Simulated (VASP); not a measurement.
Here is a VASP 6.6.1 calculation.

The input INCAR:

```
SYSTEM = MgS
  ALGO = Normal
  EDIFF = 1E-6
  ENCUT = 520
  GGA = PE
  ISIF = 2
  ISMEAR = -1
  LASPH = .TRUE.
  LCHARG = .TRUE.
  LELF = .TRUE.
  LREAL = .FALSE.
  LVHAR = .TRUE.
  LWAVE = .FALSE.
  NBANDS = 11
  NELM = 60
  PREC = Accurate
  SIGMA = 0.02
```

Contents of KPOINTS:

```
k-points
0
G
  8 8 8
  0 0 0
```

File POSCAR:

```
MgS
1.0
    0.0000000000      2.8308768410      2.8308768410
    2.8308768410      0.0000000000      2.8308768410
    2.8308768410      2.8308768410      0.0000000000
Mg S
1 1
Direct
    0.0000000000      0.0000000000      0.0000000000
    0.2500000000      0.2500000000      0.2500000000
```

Potentials or basis: VASP PAW PBE potentials, release 64 (Mg, S).

The run is started by

```sh
$ cat potpaw_PBE.64/Mg/POTCAR potpaw_PBE.64/S/POTCAR > POTCAR
$ mpirun -np 1 vasp_std > vasp.out
```

(1) What does it give for the band gap on the k mesh?

(2) Estimate the pressure.

Results:

(1) 3.46 eV.

(2) 0.9 GPa.
